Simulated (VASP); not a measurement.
The system is Si.

```
Si
1.0
     0.00000    2.72185    2.72185
     2.72185    0.00000    2.72185
     2.72185    2.72185    0.00000
Si
2
Direct
  0.50000 0.50000 0.50000
  0.75000 0.75000 0.75000
```

| Item | Value |
| --- | --- |
| Program | VASP 6.6.1 |
| Task | relaxation of cell and atoms |
| Functional | revPBE |
| Dispersion | D4 |
| Potentials or basis | VASP PAW PBE potentials, release 64 (Si) |
| Cutoff | 600 eV |
| k mesh | 8 × 8 × 8 |
| Occupations | fermi-dirac, width 0.05 eV |
| Spin | no spin polarisation |

At the start: pressure -2.7 GPa; volume 20.16 Å³/atom.

Problem. Where does the relaxation end?

Solution. Over 3 steps the energy falls by 5.0 meV/atom and the volume is 19.58 Å³/atom (-2.9 %); space group Fd-3m (No. 227, to 0.05 Å).

Step by step:
```tsv
step	energy change (eV)	largest force (eV/Å)	pressure (GPa)	volume (Å³)
1	0.0000	0.0000	-2.65	40.33
2	-0.0053	0.0000	1.99	38.41
3	-0.0099	0.0000	0.01	39.17
```

Final structure:
```cif
data_structure
_symmetry_space_group_name_H-M 'P 1'
_symmetry_Int_Tables_number 1
_cell_length_a 3.8119
_cell_length_b 3.8119
_cell_length_c 3.8119
_cell_angle_alpha 60.000
_cell_angle_beta 60.000
_cell_angle_gamma 60.000
_cell_volume 39.17
loop_
_atom_site_label
_atom_site_type_symbol
_atom_site_fract_x
_atom_site_fract_y
_atom_site_fract_z
_atom_site_occupancy
Si1 Si 0.50000 0.50000 0.50000 1
Si2 Si 0.75000 0.75000 0.75000 1
```

Caveat: the PAW data sets were made with another functional, which shifts forces and pressure a little.
